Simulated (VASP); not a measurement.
Mg2Ti3O3, 8 atoms in the cell. It takes space group P4/mmm (No. 123, tetragonal). Conventional cell: a = 3.240 Å, b = 3.240 Å, c = 9.456 Å, α = 90.00°, β = 90.00°, γ = 90.00°. Within 2.6 Å of Mg (site symmetry 4/mmm) lie 6 O at 1.97 to 2.29 Å. Mg (site symmetry 4/mmm) has 6 Ti at 2.29 to 2.52 Å within 3.0 Å. Within 2.9 Å of Ti (site symmetry 4mm) lie 5 O at 2.21 to 2.30 Å and 1 Mg at 2.52 Å. Ti (site symmetry 4/mmm) has 4 Mg at 2.29 Å and 2 O at 2.75 Å within 3.0 Å. O (site symmetry 4mm) has 1 Mg at 1.97 Å and 4 Ti at 2.30 Å within 2.6 Å. Within 2.9 Å of O (site symmetry 4/mmm) lie 2 Ti at 2.21 Å and 4 Mg at 2.29 Å. The cell was built from a structure type or drawn by symmetry, and may not be a known phase.

| Property | Result |
| --- | --- |
| Program | VASP 6.6.1 |
| Task | single point |
| Functional | PBE |
| Potentials or basis | VASP PAW PBE potentials, release 64 (Mg, Ti_sv, O) |
| Cutoff | 520 eV |
| k mesh | 10 × 10 × 4 |
| Occupations | gaussian, width 0.1 eV |
| Spin | no spin polarisation |
| Dipole correction | no |
| Further INCAR settings | ALGO = Normal; EDIFF = 1e-07; NBANDS = 39 |

Potentials or basis: VASP PAW PBE potentials, release 64 (Mg, Ti_sv, O).

Launch:

```bash
$ cat potpaw_PBE.64/Mg/POTCAR potpaw_PBE.64/Ti_sv/POTCAR potpaw_PBE.64/O/POTCAR > POTCAR
$ mpirun -np 1 vasp_std > vasp.out
```

Hardware: 1 thread of Intel(R) Xeon(R) 6975P-C (Granite Rapids), with other jobs on the host.

Task: Estimate the wall time of this run.

Result: Run time: 2.3 min on 1 thread of Intel(R) Xeon(R) 6975P-C (Granite Rapids) (shared host), peak memory 0.33 GiB. Counts: scf iterations 20, k points 63.
